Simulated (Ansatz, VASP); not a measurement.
# As in VASP and in Ansatz

```xyz
2
Lattice="0.0000 3.0564 3.0564 3.0564 0.0000 3.0564 3.0564 3.0564 0.0000" Properties=species:S:1:pos:R:3 pbc="T T T"
As    0.0000    0.0000    0.0000
As    1.5282    1.5282    1.5282
```

Alike in both runs: functional PBE; k mesh 16 × 16 × 16; occupations gaussian, width 0.1 eV; no spin polarisation.

Ansatz relaxed the structure, and its values are those at the end. VASP's run is a single point on that final structure, the one shown.

|  | VASP | Ansatz |
| --- | --- | --- |
| version | VASP 6.6.1 | Ansatz 0.2.0 |
| potentials or method | VASP PAW PBE potentials, release 64 (As), cutoff 520 eV | scalar-relativistic, plane waves, PAW |
| valence electrons in the cell | 10 | 30 |

Ansatz gave:

```
gap on the k mesh at the Fermi level (eV) : none
pressure (GPa)                            : 0.0
```

Question: Which values does VASP return?

Answer: gap on the k mesh at the Fermi level (eV): none; pressure (GPa): 0.1.

A gap of «none» marks a metal or a gap that the smearing closes. With one functional, cell and mesh, what is left measures potentials, basis and numerics. VASP's potentials hold 10 valence electrons a cell and Ansatz's 30, so a difference there can come from the potentials and not from the codes.
